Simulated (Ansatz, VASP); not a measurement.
## Zn in VASP and in Ansatz

```
CELL_PARAMETERS angstrom
3.76483 0.00000 0.00000
0.00000 3.76483 0.00000
0.00000 0.00000 3.76483
ATOMIC_POSITIONS crystal
Zn 0.99999 0.99999 0.99999
Zn 0.50001 0.00001 0.49999
Zn 0.49999 0.50001 0.00001
Zn 0.00001 0.49999 0.50001
```

Alike in both runs: functional PBE; k mesh 12 × 12 × 12; occupations gaussian, width 0.1 eV; no spin polarisation.

Ansatz relaxed the structure, and its values are those at the end. VASP's run is a single point on that final structure, the one shown.

|  | VASP | Ansatz |
| --- | --- | --- |
| version | VASP 6.6.1 | Ansatz 0.2.0 |
| potentials or method | VASP PAW PBE potentials, release 64 (Zn), cutoff 520 eV | scalar-relativistic, plane waves, PAW |
| valence electrons in the cell | 48 | 48 |

|  | VASP | Ansatz | Ansatz less VASP |
| --- | --- | --- | --- |
| gap on the k mesh at the Fermi level (eV) | none | none | - |
| pressure (GPa) | 12.8 | 12.2 | -0.52 |

A gap of «none» marks a metal or a gap that the smearing closes. Ansatz's warnings: stress scf threshold loose.
